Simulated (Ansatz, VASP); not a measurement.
**Zr in VASP and in Ansatz**

Contents of INCAR:

```
ALGO = Normal ; EDIFF = 1E-6
ENCUT = 520 ; GGA = RE
ISIF = 2 ; ISMEAR = -1
LASPH = True ; LCHARG = False
LREAL = False ; LWAVE = False
NBANDS = 25 ; NELM = 80
PREC = Accurate ; SIGMA = 0.1
```

KPOINTS

```
k-points
0
Gamma
  8 8 11
```

POSCAR

```
Zr
1.0
    4.8652655146      0.0000000000      0.0000000000
   -2.4326327573      4.2134435318      0.0000000000
    0.0000000000      0.0000000000      3.0296483862
Zr
3
Direct
    1.0000000000      0.0000000000      1.0000000000
    0.3333333333      0.6666666667      0.5000000000
    0.6666666667      0.3333333333      0.5000000000
```

Input for Ansatz:

```yaml
crystal:
  lattice:
    - [4.8652655146, 0.0, 0.0]
    - [-2.4326327573, 4.2134435318, 0.0]
    - [0.0, 0.0, 3.0296483862]
  atoms:
    - { symbol: Zr, position: [1.0, 0.0, 1.0] }
    - { symbol: Zr, position: [0.3333333333, 0.6666666667, 0.5] }
    - { symbol: Zr, position: [0.6666666667, 0.3333333333, 0.5] }
hamiltonian:
  xc: revpbe
  pseudopotentials:
    kind: paw
    azcp:
      Zr: "pseudopotentials/Zr.paw.azcp"
basis:
  ecutwfc: 420
  fft_grid_basis: typed
kpoints:
  mp_grid: { grid: [8, 8, 11], shift: [0, 0, 0] }
magnetization:
  spin_polarized: false
scf:
  occupations: { method: fermi_dirac, width: 0.1 }
  lower_state_search: "off"
output:
  stress: true
  write_density: true
  write_potential: true
  elf: true
  volumetric_format: npy
```

Alike in both runs: task single point; functional revPBE; k mesh 8 × 8 × 11; occupations fermi-dirac, width 0.1 eV; no spin polarisation.

```csv
,VASP,Ansatz
version,VASP 6.6.1,Ansatz 0.2.0
potentials or method,"VASP PAW PBE potentials, release 64 (Zr_sv), cutoff 520 eV","plane waves (420 eV) with PAW, scalar-relativistic"
valence electrons in the cell,36,36
```

Ansatz gave:

* pressure (GPa): 14.6
* traceless stress, the component that is largest in VASP (GPa): 0.15

**Question.** Estimate VASP's values.

**Answer.** Pressure (GPa): 14.6; traceless stress, the component that is largest in VASP (GPa): 0.13.

VASP's potentials were made for PBE, not for revPBE. With one functional, cell and mesh, what is left measures potentials, basis and numerics.
